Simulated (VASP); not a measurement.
Crystal: Sb.

```
Sb
1.0
     3.50000    0.00000    0.00000
    -1.75000    3.03109    0.00000
     0.00000    0.00000    5.71550
Sb
2
Direct
  0.33333 0.66667 0.25000
  0.66667 0.33333 0.75000
```

| Item | Value |
| --- | --- |
| Program | VASP 6.6.1 |
| Task | relaxation of cell and atoms |
| Functional | PBEsol |
| Potentials or basis | VASP PAW PBE potentials, release 64 (Sb) |
| Cutoff | 500 eV |
| k mesh | 7 × 7 × 4 |
| Occupations | methfessel-paxton, width 0.1 eV |
| Spin | no spin polarisation |

At the start: pressure -7.3 GPa; volume 30.32 Å³/atom.

**Question.** Where does the relaxation end?

**Answer.** Over 8 steps the energy falls by 111.6 meV/atom and the volume is 26.11 Å³/atom (-13.9 %); space group P6_3/mmc (No. 194, to 0.05 Å).

Step by step:
| step | energy change (eV) | largest force (eV/Å) | pressure (GPa) | volume (Å³) |
| --- | --- | --- | --- | --- |
| 1 | 0.0000 | 0.0000 | -7.27 | 60.63 |
| 2 | -0.1864 | 0.0000 | 4.37 | 49.35 |
| 3 | -0.2227 | 0.0000 | 0.03 | 52.17 |
| 4 | -0.2226 | 0.0000 | -0.17 | 52.34 |
| 5 | -0.2230 | 0.0000 | -0.17 | 52.35 |
| 6 | -0.2231 | 0.0000 | -0.17 | 52.36 |
| 7 | -0.2232 | 0.0000 | 0.12 | 52.13 |
| 8 | -0.2232 | 0.0000 | 0.01 | 52.22 |

Final structure:
```
Sb
1.0
     3.34935    0.00000    0.00000
    -1.67468    2.90062    0.00000
     0.00000    0.00000    5.37534
Sb
2
Direct
  0.33333 0.66667 0.25000
  0.66667 0.33333 0.75000
```

Caveat: the PAW data sets were made with another functional, which shifts forces and pressure a little.
